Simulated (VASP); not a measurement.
GaSb (sol): single point with PBEsol

Crystal: GaSb (sol).

```
Ga Sb
1.0
     0.00000    3.05669    3.05669
     3.05669    0.00000    3.05669
     3.05669    3.05669    0.00000
Ga Sb
1 1
Direct
  0.00000 0.00000 0.00000
  0.25000 0.25000 0.25000
```

| Item | Value |
| --- | --- |
| Program | VASP 6.6.1 |
| Task | single point |
| Functional | PBEsol |
| Potentials or basis | VASP PAW PBE potentials, release 64 (Ga_d, Sb) |
| Cutoff | 520 eV |
| k mesh | 12 × 12 × 12 |
| Occupations | fermi-dirac, width 0.15 eV |
| Spin | no spin polarisation |

| Item | Value |
| --- | --- |
| Pressure | 0.1 GPa |

Levels at points of the mesh, in eV from the Fermi level:
```csv
k point,band 7,band 8,band 9,band 10,band 11,band 12
"(0.00, 0.00, 0.00)",-0.19,-0.19,-0.19,-0.19,2.56,2.56
"(0.50, 0.00, 0.00)",-6.60,-1.36,-1.36,0.16,3.52,3.52
"(0.50, 0.50, 0.00)",-7.03,-2.79,-2.79,0.64,0.96,8.49
```

Wall time 36 s on 1 thread of Intel(R) Xeon(R) Platinum 8488C (Sapphire Rapids), on a shared host, peak memory 0.21 GiB.

Caveat: the PAW data sets were made with another functional, which shifts forces and pressure a little; spin-orbit coupling is left out, which moves the levels of the heavy elements.
